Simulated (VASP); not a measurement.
Write the native input for VASP 6.6.1 that does the following.

- Task: single point
- Functional: PBEsol
- Potentials or basis: VASP PAW PBE potentials, release 64 (N)
- Cutoff: 520 eV
- k mesh: 6 × 6 × 4
- Occupations: gaussian, width 0.05 eV
- Spin: no spin polarisation
- Dipole correction: no
- Further INCAR settings: ALGO = Normal; EDIFF = 1e-06; NBANDS = 18

The structure of N lies in POSCAR:

```
N
1.0
    4.1672328106      0.0000000000      0.0000000000
   -2.0836164053      3.6089294775      0.0000000000
    0.0000000000      0.0000000000      7.0060035100
N
4
Direct
    0.2709879754      0.5419759508      0.2646994127
    0.3333333333      0.6666666667      0.1710699600
    0.6666666667      0.3333333333      0.8289300400
    0.6666666667      0.3333333333      0.6710699600
```

This cell differs from its parent crystal: atom 1 (N) moved by (-0.450, -0.450) A along y and z.

These files were run (other wordings do the same):

INCAR

```
SYSTEM = N
ALGO = Normal ; EDIFF = 1E-6
ENCUT = 520 ; GGA = PS
ISIF = 2 ; ISMEAR = 0
LASPH = .True. ; LCHARG = .False.
LREAL = .False. ; LWAVE = .False.
NBANDS = 18 ; NELM = 100
PREC = Accurate ; SIGMA = 0.05
```

KPOINTS

```
k-points
0
Gamma
  6 6 4
  0 0 0
```

Potentials or basis: VASP PAW PBE potentials, release 64 (N).

Command:

```bash
$ cat potpaw_PBE.64/N/POTCAR > POTCAR
$ mpirun -np 1 vasp_std > vasp.out
```

It gave:

The pressure is 63.4 GPa. The largest force is 159.342 eV/Å and the band gap on the k mesh is 7.32 eV, indirect (least direct gap 7.33 eV).

Caveat: the cell differs from its parent crystal (atom 1 (N) moved by (-0.450, -0.450) A along y and z); the standard files for N, O and F lose accuracy on very short bonds; the PAW data sets were made with another functional, which shifts forces and pressure a little.

Run time: 59 s on 1 thread of Intel(R) Xeon(R) Platinum 8488C (Sapphire Rapids) (shared host), peak memory 0.24 GiB.
